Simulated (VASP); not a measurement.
Runs of VASP 6.6.1 on TiCo2. The structure is that of space group Fd-3m (No. 227), or close to it. The cells are those of the table. 

| level | potentials or basis | cell | smearing | gap on the mesh (eV) | pressure (GPa) | moment (μB) |
| --- | --- | --- | --- | --- | --- | --- |
| PBEsol | VASP PAW PBE potentials, release 64 (Ti_sv, Co) | a = 4.634 Å, angles 60.0°, 6 atoms | gaussian 0.1 eV | none | (a) | 0.00 |
| PBEsol | VASP PAW PBE potentials, release 64 (Ti_sv, Co) | a = 4.740 Å, angles 60.0°, 6 atoms | gaussian 0.1 eV | none | (b) | 0.00 |
| PBEsol | VASP PAW PBE potentials, release 64 (Ti_sv, Co) | a = 4.740 Å, angles 60.0°, 6 atoms | methfessel-paxton 0.3 eV | none | -12.6 | 1.89 |
| LDA | VASP PAW LDA potentials, release 64 (Ti_sv, Co) | a = 4.587 Å, angles 60.0°, 6 atoms | gaussian 0.1 eV | none | -0.5 | 0.00 |
| PBEsol | VASP PAW PBE potentials, release 64 (Ti_sv, Co) | a = 4.740 Å, angles 60.0°, 6 atoms | fermi-dirac 0.1 eV | none | -12.4 | 1.67 |

Alike in all rows: task single point; spin collinear, ferrimagnetic start; k mesh 10 × 10 × 10; cutoff (eV) 520.

**Question.** Fill in the values left out.

**Answer.** (a) -0.7; (b) -14.0.

Caveats: the PAW data sets were made with another functional, which shifts forces and pressure a little (at least some runs); the cell stands under tension (at least some runs); so wide a smearing shifts energies and pressures (at least some runs).

A gap of «none» marks levels without a gap at the run's occupations.
